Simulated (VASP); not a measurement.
Here is a VASP 6.6.1 calculation.

File INCAR:

```
SYSTEM = InF
ALGO = Normal
EDIFF = 1E-8
ENCUT = 520
GGA = PE
GGA_COMPAT = .False.
ISIF = 2
ISMEAR = -1
LASPH = .True.
LCHARG = .False.
LEFG = .True.
LORBIT = 11
LORBMOM = .True.
LREAL = .False.
LSORBIT = .True.
LWAVE = .False.
MAGMOM = 0 0 0 0 0 0
NBANDS = 32
NELM = 150
PREC = Accurate
SIGMA = 0.05
```

File KPOINTS:

```
k-points
0
Gamma
  13 13 13
  0 0 0
```

Contents of POSCAR:

```
InF
1.0
    0.0000000000      3.0044857670      3.0044857670
    3.0044857670      0.0000000000      3.0044857670
    3.0044857670      3.0044857670      0.0000000000
In F
1 1
Direct
    0.0000000000      0.0000000000      0.0000000000
    0.2500000000      0.2500000000      0.2500000000
```

Potentials or basis: VASP PAW PBE potentials, release 64 (In_d, F).

The run is started by

```bash
$ cat potpaw_PBE.64/In_d/POTCAR potpaw_PBE.64/F/POTCAR > POTCAR
$ mpirun -np 1 vasp_ncl > vasp.out
```

**Question.** What does it give for the pressure?

**Answer.** -0.1 GPa.

**Question.** Estimate the net moment.

**Answer.** 0.00 μB per cell.

Moments on the atoms (μB; x, y, z):
```
In  0.00 0.00 0.00
F   0.00 0.00 0.00
```
